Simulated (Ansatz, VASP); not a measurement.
Two plane-wave programs on C

```
CELL_PARAMETERS angstrom
1.22805 -2.12706 0.00000
1.22805 2.12706 0.00000
0.00000 0.00000 7.17327
ATOMIC_POSITIONS crystal
C 0.08338 0.91662 0.75314
C 0.58338 0.41662 0.24686
C 0.91662 0.08338 0.24686
C 0.41662 0.58338 0.75314
```

Alike in both runs: task single point; functional LDA; k mesh 18 × 18 × 6; occupations fermi-dirac, width 0.05 eV; no spin polarisation.

|  | VASP | Ansatz |
| --- | --- | --- |
| version | VASP 6.6.1 | Ansatz 0.2.0 |
| potentials or method | VASP PAW LDA potentials, release 64 (C), cutoff 520 eV | scalar-relativistic, plane waves, PAW |
| valence electrons in the cell | 16 | 16 |

|  | VASP | Ansatz | Ansatz less VASP |
| --- | --- | --- | --- |
| gap on the k mesh at the Fermi level (eV) | 0.02 | 0.02 | 0.000 |
| least direct gap on the mesh (eV) | 0.02 | 0.02 | 0.000 |
| pressure (GPa) | -3.2 | -3.9 | -0.73 |
| traceless stress, the component that is largest in VASP (GPa) | 1.95 | 2.82 | +0.876 |
| rms of the force components (eV/Å) | 0.015 | 0.015 | 0.0000 |

LDA's correlation is that of Perdew and Zunger in VASP and of Perdew and Wang (1992) in Ansatz. Atom by atom the forces differ by 0.000 eV/Å (rms over components).
